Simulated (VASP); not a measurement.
Input of a VASP 6.6.1 run:

The input INCAR:

```
SYSTEM = TiSi16
ALGO = Normal ; EDIFF = 1E-6
ENCUT = 520 ; ISIF = 2
ISMEAR = 0 ; LASPH = .TRUE.
LCHARG = .FALSE. ; LREAL = Auto
LWAVE = .FALSE. ; NBANDS = 52
NELM = 60 ; PREC = Accurate
SIGMA = 0.02
```

KPOINTS

```
k-points
0
G
  2 2 2
  0 0 0
```

File POSCAR:

```
TiSi16
1.0
    0.0000000000      5.4300000000      5.4300000000
    5.4300000000      0.0000000000      5.4300000000
    5.4300000000      5.4300000000      0.0000000000
Si Ti
16 1
Direct
    0.0087965930     -0.0132240331      0.0088627072
    0.1275785451      0.1234697053      0.1277137201
    0.0155011971      0.0031881215      0.5013883057
    0.1493921731      0.1254662063      0.6234546041
   -0.0081610497      0.4941393186     -0.0083523941
    0.1156688766      0.6181694291      0.1152499079
    0.0083846225      0.5110571823      0.4840693370
    0.1272480663      0.6296904236      0.6209410681
    0.5012222836      0.0034889503      0.0164511971
    0.6236290055      0.1258693370      0.1500573665
    0.5133243094      0.0162237569      0.5141648250
    0.6346250460      0.1372782689      0.6354399632
    0.4843418048      0.5113946593      0.0087716390
    0.6212093002      0.6299802026      0.1276676796
    0.5007697974      0.5182165746      0.5012320442
    0.6229302026      0.6522128913      0.6231394107
    0.7631554328      0.2658585635      0.7637097606
```

Potentials or basis: VASP PAW LDA potentials, release 64 (Si, Ti_sv).

The run is started by

```console
$ cat potpaw_LDA.64/Si/POTCAR potpaw_LDA.64/Ti_sv/POTCAR > POTCAR
$ mpirun -np 1 vasp_std > vasp.out
```

Predict the pressure.

-0.1 GPa.

What does it give for the band gap on the k mesh?

Zero (bands 38 and 39 overlap by 0.30 eV).

Stress tensor (GPa, compression positive):
```
-0.13 -0.08 -0.06
-0.08 -0.14 -0.06
-0.06 -0.06 -0.10
```

Caveat: the k points lie up to 0.50 Å⁻¹ apart.
